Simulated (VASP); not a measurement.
# Nb16O (a cell with a defect) in VASP: notebook, part 2 of 2

VASP 6.6.1. The steps go on from the part before.

### 3 Relaxation of the atoms, PBE

INCAR reads:

```
SYSTEM = Nb16O
PREC = Accurate
ENCUT = 520
EDIFF = 1E-7
ISMEAR = 1
SIGMA = 0.1
LREAL = Auto
LASPH = .TRUE.
NELM = 60
ALGO = Normal
ISIF = 2
LWAVE = .FALSE.
LCHARG = .FALSE.
GGA = PE
IBRION = 2
NSW = 90
EDIFFG = -0.02
KPAR = 4
```

KPOINTS reads:

```
regular mesh
0
G
  3 3 3
  0 0 0
```

POSCAR reads:

```
Nb16O
1.0
    6.6171497900      0.0000000000      0.0000000000
    0.0000000000      6.6171497900      0.0000000000
    0.0000000000      0.0000000000      6.6171497900
Nb O
16 1
Direct
   -0.0045651800      0.0000155500      0.0000112300
    0.2499694400      0.2435341400      0.2435391400
    0.0000000000      0.0000000000      0.5000000000
    0.2499966900      0.2435400000      0.7564622300
    0.0008821300      0.5000195700      0.0000347100
    0.2499752700      0.7564283700      0.2435604900
    0.0000000000      0.5000000000      0.5000000000
    0.2499991500      0.7564254600      0.7564372600
    0.5046272600      0.0000109000     -0.0000088800
    0.7500000000      0.2500000000      0.2500000000
    0.5000000000      0.0000000000      0.5000000000
    0.7500000000      0.2500000000      0.7500000000
    0.4991152600      0.5000260100     -0.0000361700
    0.7500000000      0.7500000000      0.2500000000
    0.5000000000      0.5000000000      0.5000000000
    0.7500000000      0.7500000000      0.7500000000
    0.7500000000      0.2500000000      0.5000000000
```

Potentials or basis: VASP PAW PBE potentials, release 64 (Nb_sv, O).

On the command line:

```bash
> cat potpaw_PBE.64/Nb_sv/POTCAR potpaw_PBE.64/O/POTCAR > POTCAR
> mpirun -np 4 vasp_std > vasp.out
```

OUTCAR:

```text
SYSTEM = Nb16O
   PREC = Accurate
   ENCUT = 520
   EDIFF = 1E-7
   ISMEAR = 1
   LREAL = Auto
   LASPH = .TRUE.
   NELM = 60
   ISIF = 2
   GGA = PE
   IBRION = 2
   NSW = 90
   EDIFFG = -0.02

 ion  position               nearest neighbor table
   1  0.995  0.000  0.000-   2 2.83   4 2.83   6 2.83   8 2.83  10 2.85  12 2.85  14 2.85  16 2.85

   2  0.250  0.244  0.244-   1 2.83   9 2.83   5 2.86  13 2.86   3 2.87  11 2.87   7 2.91  15 2.92

   3  0.000  0.000  0.500-  17 2.34  12 2.87  14 2.87  16 2.87  10 2.87   2 2.87   6 2.87   4 2.87
                             8 2.87
   4  0.250  0.244  0.756-   1 2.83   9 2.83  13 2.86   5 2.86   3 2.87  11 2.87   7 2.91  15 2.91
[... 21 lines left out ...]
  15  0.500  0.500  0.500-  17 2.34  12 2.87  14 2.87  16 2.87  10 2.87   8 2.91   6 2.91   4 2.91
                             2 2.92
  16  0.750  0.750  0.750-   9 2.85   1 2.85   7 2.87   3 2.87  11 2.87  15 2.87  13 2.87   5 2.87

  17  0.750  0.250  0.500-  10 1.65  12 1.65   3 2.34  11 2.34   7 2.34  15 2.34

  LATTYP: Found a simple cubic cell.
 ALAT       =     6.6171497900

  Lattice vectors:

 A1 = (   6.6171497900,   0.0000000000,   0.0000000000)
 A2 = (   0.0000000000,   6.6171497900,   0.0000000000)
 A3 = (   0.0000000000,   0.0000000000,   6.6171497900)

Analysis of symmetry for initial positions (statically):
[... 344 lines left out ...]

[... ionic steps 4 to 9 ...]

--------------------------------------- Ionic step       10  -------------------------------------------

 number of electron     214.0000012 magnetization

------------------------ aborting loop because EDIFF is reached ----------------------------------------
[... 97 lines left out ...]
--------------------------------------- Ionic step       12  -------------------------------------------

 number of electron     214.0000012 magnetization

 Free energy of the ion-electron system (eV)
  ---------------------------------------------------
  ext. energy  EPLUGINS =         0.00000000
  ---------------------------------------------------
  free energy    TOTEN  =      -171.74071215 eV

  energy without entropy =     -171.74638609  energy(sigma->0) =     -171.74260346

 E-fermi :  11.4988     XC(G=0): -12.5840

 val. band max:       11.4707861029   @ k =   0.0000   0.3333   0.0000
 cond. band min:      11.5065058712   @ k =   0.0000   0.0000   0.0000
 fundamental gap:      0.0357197683
 Fermi energy:        11.4988228539

 k-point     1 :       0.0000    0.0000    0.0000
  band No.  band energies     occupation
      1     -43.1247      2.00000
      2     -43.0151      2.00000
      3     -43.0124      2.00000
      4     -43.0124      2.00000
      5     -42.9926      2.00000
      6     -42.9345      2.00000
[... 1697 lines left out ...]
    118      13.6009      0.00000
    119      13.7102      0.00000
 [bands above 119 left out]

------------------------ aborting loop because EDIFF is reached ----------------------------------------

  FORCE on cell =-STRESS in cart. coord.  units (eV):
  Direction    XX          YY          ZZ          XY          YZ          ZX
  --------------------------------------------------------------------------------------
  -------------------------------------------------------------------------------------
  Total        4.3387228      4.3439808     18.4364590     -0.0001205      0.0000216      0.0003532
  in kB       23.9916206     24.0206960    101.9471753     -0.0006665      0.0001196      0.0019529
  external PRESSURE =      49.9864973 kB  Pullay stress =       0.0000000 kB
[... 32 lines left out ...]
  FREE ENERGIE OF THE ION-ELECTRON SYSTEM (eV)
  ---------------------------------------------------
  free  energy   TOTEN  =      -171.7407121468 eV

  energy  without entropy=     -171.7463860920  energy(sigma->0) =     -171.74260346

 reached required accuracy - stopping structural energy minimisation
```

Run time: 35 min. Hardware: 4 MPI ranks of AMD EPYC 9R45 (Zen 5), shared host; peak memory 0.59 GiB.

Results:

```yaml
Free_energy: -171.7407 eV
Energy_gained_by_relaxing: 247.5 meV/atom
Ionic_steps: 12
Pressure_after_relaxing: 5.0 GPa
Largest_force_after_relaxing: 0.012 eV/Å
Band_gap_on_the_k_mesh: zero (bands 107 and 108 overlap by 1.12 eV)
```

Forces in eV/Å, atoms in the order of the input:
```
Nb   0.005  0.001  0.000
Nb   0.000  0.006  0.002
Nb   0.009 -0.005  0.000
Nb   0.000  0.006 -0.002
Nb  -0.003  0.000  0.000
Nb   0.000 -0.002 -0.012
Nb  -0.003  0.005  0.000
Nb   0.000 -0.002  0.012
Nb  -0.005  0.001  0.000
Nb   0.000 -0.006  0.011
Nb  -0.009 -0.005  0.000
Nb   0.000 -0.006 -0.010
Nb   0.003  0.000  0.000
Nb   0.000  0.002 -0.001
Nb   0.003  0.005  0.000
Nb   0.000  0.002  0.001
O    0.000 -0.003  0.000
```

Step by step:
| step | energy change (eV) | largest force (eV/Å) | pressure (GPa) |
| --- | --- | --- | --- |
| 1 | 0.0000 | 16.1030 | 12.22 |
| 2 | 6.0552 | 32.5078 | 16.51 |
| 3 | -3.7740 | 3.1515 | 5.40 |
| 4 | -4.0006 | 0.9960 | 5.48 |
| 5 | -4.0203 | 0.9368 | 5.60 |
| 6 | -4.1637 | 0.4105 | 5.23 |
| 7 | -4.1977 | 0.2928 | 5.04 |
| 8 | -4.2049 | 0.2124 | 4.96 |
| 9 | -4.2050 | 0.1642 | 4.96 |
| 10 | -4.2076 | 0.0236 | 5.00 |
| 11 | -4.2076 | 0.0271 | 5.00 |
| 12 | -4.2078 | 0.0123 | 5.00 |

Final structure:
```yaml
crystal:
  lattice:
    - [6.61715, 0.00000, 0.00000]
    - [0.00000, 6.61715, 0.00000]
    - [0.00000, 0.00000, 6.61715]
  atoms:
    - { symbol: Nb, position: [0.00640, 0.99348, 0.00000] }
    - { symbol: Nb, position: [0.25000, 0.24983, 0.24901] }
    - { symbol: Nb, position: [0.99918, 0.00074, 0.50000] }
    - { symbol: Nb, position: [0.25000, 0.24983, 0.75099] }
    - { symbol: Nb, position: [0.00657, 0.50650, 0.00000] }
    - { symbol: Nb, position: [0.25000, 0.75002, 0.25481] }
    - { symbol: Nb, position: [0.99940, 0.49925, 0.50000] }
    - { symbol: Nb, position: [0.25000, 0.75002, 0.74519] }
    - { symbol: Nb, position: [0.49360, 0.99348, 0.00000] }
    - { symbol: Nb, position: [0.75000, 0.25016, 0.20571] }
    - { symbol: Nb, position: [0.50082, 0.00074, 0.50000] }
    - { symbol: Nb, position: [0.75000, 0.25016, 0.79429] }
    - { symbol: Nb, position: [0.49344, 0.50650, 0.00000] }
    - { symbol: Nb, position: [0.75000, 0.74998, 0.24905] }
    - { symbol: Nb, position: [0.50060, 0.49925, 0.50000] }
    - { symbol: Nb, position: [0.75000, 0.74998, 0.75095] }
    - { symbol: O, position: [0.75000, 0.25007, 0.50000] }
```

The gap in the log of VASP goes by the Fermi energy; the results here count the filled bands.